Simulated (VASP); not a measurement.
**B: single point with PBE**

Crystal: B.

```
CELL_PARAMETERS angstrom
-2.02571 0.00000 2.02571
0.00000 2.02571 2.02571
-2.02571 2.02571 0.00000
ATOMIC_POSITIONS crystal
B 0.00000 0.00000 0.00000
B 0.25000 0.25000 0.25000
```

| Property | Result |
| --- | --- |
| Program | VASP 6.6.1 |
| Task | single point |
| Functional | PBE |
| Potentials or basis | VASP PAW PBE potentials, release 64 (B) |
| Cutoff | 500 eV |
| k mesh | 6 × 6 × 6 |
| Occupations | fermi-dirac, width 0.1 eV |
| Spin | no spin polarisation |
| Dipole correction | no |
| Further INCAR settings | ALGO = Normal; EDIFF = 1e-06; NBANDS = 10 |

```
Pressure               : 0.6 GPa
Band gap on the k mesh : zero (band 3 reaches 7.79 eV, above the bottom of band 4 at 1.12 eV)
```

Levels at points of the mesh, in eV from the Fermi level:
```tsv
k point	band 1	band 2	band 3	band 4	band 5	band 6	band 7
(0.00, 0.00, 0.00)	-12.84	4.07	4.07	4.07	8.21	8.21	8.21
(0.50, 0.00, 0.00)	-8.00	-6.97	1.73	1.73	10.27	10.27	11.93
(0.50, 0.50, 0.00)	-5.93	-5.93	-1.25	-1.25	7.24	7.24	18.23
```

It took 2.5 s on 1 thread of Intel(R) Xeon(R) Platinum 8488C (Sapphire Rapids) (shared host), peak memory 0.12 GiB.

Caveat: the k points lie up to 0.45 Å⁻¹ apart.
